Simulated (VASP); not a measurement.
SnTe, 2 atoms in the cell. Symmetry: I4mm, No. 107, tetragonal system. Conventional cell: a = 4.534 Å, b = 4.534 Å, c = 6.434 Å, α = 90.00°, β = 90.00°, γ = 90.00°. Within 4.1 Å of Sn (site symmetry 4mm) lie 6 Te at 3.09 to 3.35 Å. Te (site symmetry 4mm) has 6 Sn at 3.09 to 3.35 Å within 4.1 Å. The cell was generated, and may not be a known phase.

| Item | Value |
| --- | --- |
| Program | VASP 6.6.1 |
| Task | single point |
| Functional | PBE |
| Potentials or basis | VASP PAW PBE potentials, release 64 (Sn_d, Te) |
| Cutoff | 520 eV |
| k mesh | 12 × 12 × 12 |
| Occupations | gaussian, width 0.02 eV |
| Spin | no spin polarisation |
| Dipole correction | no |
| Further INCAR settings | ALGO = Normal; EDIFF = 1e-06; NBANDS = 17 |

Potentials or basis: VASP PAW PBE potentials, release 64 (Sn_d, Te).

Launch:

```sh
$ cat potpaw_PBE.64/Sn_d/POTCAR potpaw_PBE.64/Te/POTCAR > POTCAR
$ mpirun -np 1 vasp_std > vasp.out
```

Hardware: 1 thread of Intel(R) Xeon(R) 6975P-C (Granite Rapids) (shared host).

How long does it take, and how much memory?

Run time: 2.2 min on 1 thread of Intel(R) Xeon(R) 6975P-C (Granite Rapids) (shared host), peak memory 0.33 GiB. Counts: scf iterations 12, k points 163.
